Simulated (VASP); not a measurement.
LaHg: electric field gradients with LDA

Crystal: LaHg.

```
CELL_PARAMETERS angstrom
3.78514 0.00000 0.00000
0.00000 3.78514 0.00000
0.00000 0.00000 3.78514
ATOMIC_POSITIONS crystal
La 0.50000 0.50000 0.50000
Hg 0.00000 0.00000 0.00000
```

This cell differs from its parent crystal: volume scaled by 0.96.

- Program: VASP 6.6.1
- Task: electric field gradients
- Functional: LDA
- Potentials or basis: VASP PAW LDA potentials, release 64 (La, Hg)
- Cutoff: 400 eV
- k mesh: 11 × 11 × 11
- Occupations: fermi-dirac, width 0.08 eV
- Spin: no spin polarisation
- Dipole correction: no
- Further INCAR settings: ALGO = Normal; EDIFF = 1e-08; NBANDS = 18

```yaml
Pressure: 0.8 GPa
```

Levels at points of the mesh, in eV from the Fermi level:
| k point | band 8 | band 9 | band 10 | band 11 | band 12 | band 13 | band 14 | band 15 |
| --- | --- | --- | --- | --- | --- | --- | --- | --- |
| (0.00, 0.00, 0.00) | -7.32 | -7.32 | -7.25 | -0.05 | -0.05 | 1.47 | 1.47 | 1.47 |

It took 30 s on 1 thread of Intel(R) Xeon(R) 6975P-C (Granite Rapids), with other jobs on the host, peak memory 0.17 GiB.

Caveat: without QUAD_EFG the Cq values of the log hold for a quadrupole moment of 1 mb, not for the nuclei; spin-orbit coupling is left out, which moves the levels of the heavy elements.
